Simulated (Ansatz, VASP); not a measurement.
**In8O11 in VASP and in Ansatz**

```
In O
1.0
    -2.83050   -4.73033   -0.05511
    -2.83362    1.63472    4.91089
    -5.67204    3.10377   -4.85929
In O
8 11
Direct
  0.50002 0.21053 0.14676
  0.02669 0.71891 0.61981
  0.46142 0.76949 0.37433
  0.00448 0.29073 0.85686
  0.50360 0.78761 0.85641
  0.98652 0.26301 0.35411
  0.50704 0.21515 0.64304
  0.98517 0.71234 0.13002
  0.34329 0.84908 0.10684
  0.86151 0.35723 0.59878
  0.85473 0.64635 0.89060
  0.34753 0.16078 0.40132
  0.30542 0.50109 0.75164
  0.78570 0.98636 0.25328
  0.65289 0.14872 0.90244
  0.14733 0.35794 0.10877
  0.66239 0.85988 0.60131
  0.70714 0.49932 0.25813
  0.20963 0.00335 0.75507
```

Alike in both runs: functional PBE; k mesh 3 × 3 × 2; occupations gaussian, width 0.1 eV; no spin polarisation.

Ansatz relaxed the structure, and its values are those at the end. VASP's run is a single point on that final structure, the one shown.

|  | VASP | Ansatz |
| --- | --- | --- |
| version | VASP 6.6.1 | Ansatz 0.2.0 |
| potentials or method | VASP PAW PBE potentials, release 64 (In_d, O), cutoff 520 eV | scalar-relativistic, plane waves, PAW |
| valence electrons in the cell | 170 | 170 |

Ansatz gave:

- gap on the k mesh at the Fermi level (eV): 0.73
- least direct gap on the mesh (eV): 1.25
- pressure (GPa): 0.0
- rms of the force components (eV/Å): 0.013

**Question.** Which values does VASP return?

**Answer.** gap on the k mesh at the Fermi level (eV): 0.72; least direct gap on the mesh (eV): 1.25; pressure (GPa): 0.4; rms of the force components (eV/Å): 0.013.
